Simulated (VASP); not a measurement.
The system is SiC (Moissanite 6H).

```
Si C
1.0
     3.09500    0.00000    0.00000
    -1.54750    2.68035    0.00000
     0.00000    0.00000   15.17000
Si C
6 6
Direct
  0.66667 0.33333 0.45830
  0.33333 0.66667 0.95830
  0.66667 0.33333 0.79170
  0.33333 0.66667 0.29170
  0.00000 0.00000 0.62500
  0.00000 0.00000 0.12500
  0.66667 0.33333 0.33330
  0.33333 0.66667 0.83330
  0.66667 0.33333 0.66670
  0.33333 0.66667 0.16670
  0.00000 0.00000 0.50000
  0.00000 0.00000 0.00000
```

Base run:

```yaml
Program: VASP 6.6.1
Functional: PBE
Potentials_or_basis: VASP PAW PBE potentials, release 64 (Si, C)
Cutoff: 520 eV
k_mesh: 10 × 10 × 2
Occupations: fermi-dirac, width 0.05 eV
Spin: no spin polarisation
```

Its results: band gap on the k mesh 2.02 eV, indirect (least direct gap 3.12 eV); pressure 0.2 GPa; largest force 0.142 eV/Å.

Q: After a change of settings the same cell gave: band gap on the k mesh 1.97 eV, indirect (least direct gap 3.06 eV); pressure -6.9 GPa; largest force 0.144 eV/Å. Which change was it?
A. functional from PBE to BLYP
B. functional from PBE to LDA; potentials or basis from VASP PAW PBE potentials, release 64 (Si, C) to VASP PAW LDA potentials, release 64 (Si, C)
C. functional from PBE to RPBE; dispersion from none to D3(BJ)
D. functional from PBE to PBE exchange alone

A: B.
